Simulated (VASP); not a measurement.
A run of VASP 6.6.1:

Contents of INCAR:

```
SYSTEM = RePb2
PREC = Accurate
ENCUT = 600
EDIFF = 1E-7
ISMEAR = 0
SIGMA = 0.1
LREAL = .False.
LASPH = .True.
NELM = 80
ALGO = Fast
ISIF = 3
LWAVE = .False.
LCHARG = .False.
GGA = PE
IBRION = 2
NSW = 100
EDIFFG = -0.01
```

The input KPOINTS:

```
regular mesh
0
Gamma
  12 12 12
  0 0 0
```

The input POSCAR:

```
RePb2
1.0
    0.0000000000      3.3750835110      3.3750835110
    3.3750835110      0.0000000000      3.3750835110
    3.3750835110      3.3750835110      0.0000000000
Re Pb
1 2
Direct
    0.0000000000      0.0000000000      0.0000000000
    0.2500000000      0.2500000000      0.2500000000
    0.7500000000      0.7500000000      0.7500000000
```

Potentials or basis: VASP PAW PBE potentials, release 64 (Re, Pb_d).

Run with:

```bash
$ cat potpaw_PBE.64/Re/POTCAR potpaw_PBE.64/Pb_d/POTCAR > POTCAR
$ mpirun -np 1 vasp_std > vasp.out
```

Hardware: 1 thread of Intel Xeon 6975P-C, with other jobs on the host.

Q: Estimate the wall time of this run.

A: Wall time 13 min on 1 thread of Intel Xeon 6975P-C, on a shared host, peak memory 0.36 GiB. Counts: scf iterations 73, k points 72, ion steps 3.
